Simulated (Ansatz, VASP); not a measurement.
GaSbTe4 in VASP and in Ansatz

```
Ga Sb Te
1.0
     6.44977    0.00000    0.00000
    -3.22488    5.58566    0.00000
     0.00000    0.00000    5.42422
Ga Sb Te
1 1 4
Direct
  0.00000 0.00000 0.00000
  0.33333 0.66667 0.00000
  0.66667 0.33333 0.00000
  0.00378 0.50189 0.50000
  0.49811 0.50189 0.50000
  0.49811 0.99622 0.50000
```

Change from the starting cell: species swapped into the LaGaNi4 type (P-6m2, No. 187).

Alike in both runs: functional PBE; k mesh 6 × 6 × 8; occupations gaussian, width 0.1 eV; no spin polarisation.

Ansatz relaxed the structure, and its values are those at the end. VASP's run is a single point on that final structure, the one shown.

|  | VASP | Ansatz |
| --- | --- | --- |
| version | VASP 6.6.1 | Ansatz 0.2.0 |
| potentials or method | VASP PAW PBE potentials, release 64 (Ga_d, Sb, Te), cutoff 520 eV | scalar-relativistic, plane waves, PAW |
| valence electrons in the cell | 42 | 92 |

Ansatz gave:

```
gap on the k mesh at the Fermi level (eV) : none
pressure (GPa)                            : 0.0
```

Question: Which values does VASP return?

Answer: gap on the k mesh at the Fermi level (eV): none; pressure (GPa): -0.1.

A gap of «none» marks a metal or a gap that the smearing closes. With one functional, cell and mesh, what is left measures potentials, basis and numerics. VASP's potentials hold 42 valence electrons a cell and Ansatz's 92, so a difference there can come from the potentials and not from the codes.

Neither program's run includes spin-orbit coupling.
